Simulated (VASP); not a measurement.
# LuAsF6: single point with PBEsol

LuAsF6:

```
Lu As F
1.0
     5.76224    0.07426   -0.05844
     2.81783    5.02551    0.10861
     0.00902    3.19320    4.91897
Lu As F
1 1 6
Direct
  0.00000 0.00000 0.00000
  0.50000 0.00000 0.50000
  0.74472 0.93523 0.25495
  0.25528 0.06477 0.74505
  0.67990 0.51020 0.74522
  0.32010 0.48980 0.25478
  0.19026 0.06519 0.25477
  0.80974 0.93481 0.74523
```

```json
{"Program": "VASP 6.6.1", "Task": "single point", "Functional": "PBEsol", "Potentials or basis": "VASP PAW PBE potentials, release 64 (Lu, As, F)", "Cutoff": "520 eV", "k mesh": "6 × 6 × 4", "Occupations": "fermi-dirac, width 0.03 eV", "Spin": "no spin polarisation"}
```

| Quantity | Value |
| --- | --- |
| Pressure | 0.1 GPa |
| Largest force | 0.080 eV/Å |
| Band gap on the k mesh | 4.59 eV, indirect (least direct gap 4.62 eV) |

Forces in eV/Å, atoms in the order of the input:
```
Lu   0.000  0.000  0.000
As   0.000  0.000  0.000
F   -0.062  0.018  0.047
F    0.062 -0.018 -0.047
F   -0.015  0.065 -0.044
F    0.015 -0.065  0.044
F    0.048  0.043  0.047
F   -0.048 -0.043 -0.047
```

Levels at points of the mesh, in eV from the valence-band top:
| k point | band 34 | band 35 | band 36 | band 37 | band 38 | band 39 |
| --- | --- | --- | --- | --- | --- | --- |
| (0.00, 0.00, 0.00) | -1.79 | -1.78 | -0.97 | 5.51 | 5.54 | 5.54 |
| (0.50, 0.00, 0.00) | -1.78 | -1.76 | -0.03 | 4.59 | 4.93 | 5.07 |
| (0.00, 0.50, 0.00) | -1.84 | -1.83 | -0.96 | 5.52 | 5.56 | 5.59 |
| (0.50, 0.50, 0.00) | -1.78 | -1.76 | -0.03 | 4.59 | 4.93 | 5.07 |
| (0.00, 0.00, 0.50) | -1.77 | -1.77 | 0.00 | 4.62 | 5.05 | 5.05 |
| (0.50, 0.00, 0.50) | -1.84 | -1.83 | -0.96 | 5.52 | 5.56 | 5.59 |
| (0.00, 0.50, 0.50) | -1.78 | -1.76 | -0.03 | 4.59 | 4.93 | 5.07 |
| (0.50, 0.50, 0.50) | -1.84 | -1.83 | -0.96 | 5.52 | 5.56 | 5.59 |

Wall time 16 min on 1 thread of Intel Xeon 8259CL, on a shared host, peak memory 0.63 GiB.

Caveat: the PAW data sets were made with another functional, which shifts forces and pressure a little; spin-orbit coupling is left out, which moves the levels of the heavy elements. A hybrid or GW would open this gap; PBEsol tends to underestimate it.
